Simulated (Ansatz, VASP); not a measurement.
# Ga3Sb in VASP and in Ansatz

```
CELL_PARAMETERS angstrom
4.20216 0.00000 0.00000
-2.10108 3.63918 0.00000
0.00000 0.00000 6.06834
ATOMIC_POSITIONS crystal
Ga 0.33333 0.66667 0.21950
Ga 0.66667 0.33333 0.78050
Ga 0.00000 0.00000 0.00000
Sb 0.00000 0.00000 0.50000
```

Alike in both runs: functional PBE; k mesh 12 × 12 × 8; occupations gaussian, width 0.1 eV; no spin polarisation.

Ansatz relaxed the structure, and its values are those at the end. VASP's run is a single point on that final structure, the one shown.

```csv
,VASP,Ansatz
version,VASP 6.6.1,Ansatz 0.2.0
potentials or method,"VASP PAW PBE potentials, release 64 (Ga_d, Sb), cutoff 520 eV","scalar-relativistic, plane waves, PAW"
valence electrons in the cell,44,54
```

|  | VASP | Ansatz | Ansatz less VASP |
| --- | --- | --- | --- |
| gap on the k mesh at the Fermi level (eV) | none | none | - |
| pressure (GPa) | 0.1 | 0.0 | -0.06 |

A gap of «none» marks a metal or a gap that the smearing closes. The functional is the same, so the differences come from potentials, cutoffs and numerics. VASP's potentials hold 44 valence electrons a cell and Ansatz's 54, so a difference there can come from the potentials and not from the codes.

Neither program's run includes spin-orbit coupling.
